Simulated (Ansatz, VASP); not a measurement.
TaRhN2 in VASP and in Ansatz

```
CELL_PARAMETERS angstrom
3.08896 0.00000 0.00000
0.00000 3.08896 0.00000
0.00000 0.00000 4.36844
ATOMIC_POSITIONS crystal
Ta 0.00000 0.00000 0.00000
Rh 0.50000 0.50000 0.50000
N 0.00000 0.00000 0.50000
N 0.50000 0.50000 0.00000
```

Alike in both runs: task relaxation of cell and atoms; functional PBE; k mesh 6 × 6 × 4; occupations gaussian, width 0.1 eV; collinear spin.

|  | VASP | Ansatz |
| --- | --- | --- |
| version | VASP 6.6.1 | Ansatz 0.2.0 |
| potentials or method | VASP PAW PBE potentials, release 64 (Ta_pv, Rh_pv, N), cutoff 600 eV | scalar-relativistic, plane waves, PAW |
| valence electrons in the cell | 36 | 40 |

```csv
,VASP,Ansatz,Ansatz less VASP
"gap on the k mesh at the Fermi level, each at its own relaxed structure (eV)",none,none,-
net moment per atom (μB),0.00,0.00,0.000
relaxed volume (Å³/atom),10.62,10.60,-0.013
relaxed length of the cell vector where the two differ most in proportion (Å),3.138,3.137,-0.0015
```

A gap of «none» marks a metal or a gap that the smearing closes. VASP's potentials hold 36 valence electrons a cell and Ansatz's 40, so a difference there can come from the potentials and not from the codes. Ansatz's warnings: seeded moment not kept.

Spin-orbit coupling is off throughout.
